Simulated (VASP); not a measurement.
# HgTe: single point with BLYP

Crystal: HgTe.

```
CELL_PARAMETERS angstrom
0.00000 3.44076 3.44076
3.44076 0.00000 3.44076
3.44076 3.44076 0.00000
ATOMIC_POSITIONS crystal
Hg 0.00000 0.00000 0.00000
Te 0.25000 0.25000 0.25000
```

This cell differs from its parent crystal: volume scaled by 1.02.

| Property | Result |
| --- | --- |
| Program | VASP 6.6.1 |
| Task | single point |
| Functional | BLYP |
| Potentials or basis | VASP PAW PBE potentials, release 64 (Hg, Te) |
| Cutoff | 520 eV |
| k mesh | 6 × 6 × 6 |
| Occupations | gaussian, width 0.05 eV |
| Spin | no spin polarisation |

The pressure is -0.4 GPa and the band gap on the k mesh is zero (filled and empty bands touch).

Levels at points of the mesh, in eV from the Fermi level:
| k point | band 6 | band 7 | band 8 | band 9 | band 10 | band 11 | band 12 | band 13 |
| --- | --- | --- | --- | --- | --- | --- | --- | --- |
| (0.00, 0.00, 0.00) | -6.15 | -1.23 | -0.02 | -0.02 | -0.02 | 4.49 | 4.49 | 4.49 |
| (0.50, 0.00, 0.00) | -5.96 | -4.41 | -0.68 | -0.68 | 0.63 | 5.16 | 5.16 | 6.53 |
| (0.50, 0.50, 0.00) | -5.89 | -4.52 | -1.58 | -1.58 | 1.82 | 2.95 | 7.66 | 8.02 |

Wall time 80 s on 1 thread of AMD EPYC 7R13 (shared host), peak memory 0.18 GiB.

Caveat: the PAW data sets were made with another functional, which shifts forces and pressure a little; spin-orbit coupling is left out, which moves the levels of the heavy elements.
